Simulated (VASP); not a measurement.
A run of VASP 6.6.1:

File INCAR:

```
SYSTEM = SiGeO4
PREC     = Accurate       ! precision mode
ENCUT    = 520            ! plane-wave cutoff, eV
EDIFF    = 1E-6           ! SCF threshold, eV
ISMEAR   = 0              ! smearing method
SIGMA    = 0.02           ! smearing width, eV
LREAL    = .False.        ! projectors in reciprocal space
LASPH    = .True.         ! aspherical terms in the spheres
NELM     = 80             ! most SCF steps
ALGO     = Normal         ! electronic algorithm
ISIF     = 2              ! what is computed and relaxed
LWAVE    = .False.        ! write WAVECAR
LCHARG   = .False.        ! write CHGCAR
GGA      = PE             ! functional
NBANDS   = 30             ! bands
```

KPOINTS

```
Automatic mesh
0
Gamma
  6 6 6
  0 0 0
```

File POSCAR:

```
SiGeO4
1.0
    0.0000000000      3.7858471201      3.7858471201
    3.7858471201      0.0000000000      3.7858471201
    3.7858471201      3.7858471201      0.0000000000
Si Ge O
1 1 4
Direct
    0.7500000000      0.7500000000      0.7500000000
    0.5000000000      0.5000000000      0.5000000000
    0.1124741129      0.6291752957      0.6291752957
    0.6291752957      0.1124741129      0.6291752957
    0.6291752957      0.6291752957      0.1124741129
    0.6291752957      0.6291752957      0.6291752957
```

Potentials or basis: VASP PAW PBE potentials, release 64 (Si, Ge_d, O).

Run with:

```sh
$ cat potpaw_PBE.64/Si/POTCAR potpaw_PBE.64/Ge_d/POTCAR potpaw_PBE.64/O/POTCAR > POTCAR
$ mpirun -np 1 vasp_std > vasp.out
```

Hardware: 1 thread of Intel Xeon 8259CL, with other jobs on the host.

**Question.** Estimate the wall time of this run.

**Answer.** Run time: 86 s on 1 thread of Intel Xeon 8259CL, on a shared host, peak memory 0.25 GiB. Counts: scf iterations 14, k points 16.
